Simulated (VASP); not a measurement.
Here is a VASP 6.6.1 calculation.

Contents of POSCAR:

```
Ti
1.0
    0.0000000000      3.1383331507      3.1383331507
    3.1383331507      0.0000000000      3.1383331507
    3.1383331507      3.1383331507      0.0000000000
Ti
2
Direct
    0.1250000000      0.1250000000      0.1250000000
    0.8750000000      0.8750000000      0.8750000000
```

INCAR.step1

```
PREC = Accurate
ENCUT = 520
ISMEAR = -1
SIGMA = 0.05
LREAL = F
LASPH = T
NELM = 150
ISPIN = 2
MAGMOM = 1.946 1.946
LMAXMIX = 4
NBANDS = 23
GGA = PE
ALGO = Normal
EDIFF = 1E-4
LWAVE = T
LCHARG = F
```

File INCAR.step2:

```
PREC = Accurate
ENCUT = 520
EDIFF = 1E-7
ISMEAR = -1
SIGMA = 0.05
LREAL = F
LASPH = T
NELM = 150
ALGO = Normal
ISIF = 2
LWAVE = F
LCHARG = F
ISPIN = 2
MAGMOM = 1.946 1.946
LORBIT = 11
LMAXMIX = 4
METAGGA = R2SCAN
LMIXTAU = T
NBANDS = 23
ISTART = 1
```

Contents of KPOINTS:

```
Automatic mesh
0
Gamma
  15 15 15
```

Potentials or basis: VASP PAW PBE potentials, release 64 (Ti_sv).

Run with:

```sh
$ cat potpaw_PBE.64/Ti_sv/POTCAR > POTCAR
$ cp INCAR.step1 INCAR
$ mpirun -np 1 vasp_std > vasp.out
$ cp INCAR.step2 INCAR
$ mpirun -np 1 vasp_std > vasp.out
```

Task: Predict the site moments.

Result: Ti +2.06 μB.

Task: Predict the pressure.

Result: -2.3 GPa.

Caveat: the PAW data sets were made with another functional, which shifts forces and pressure a little.
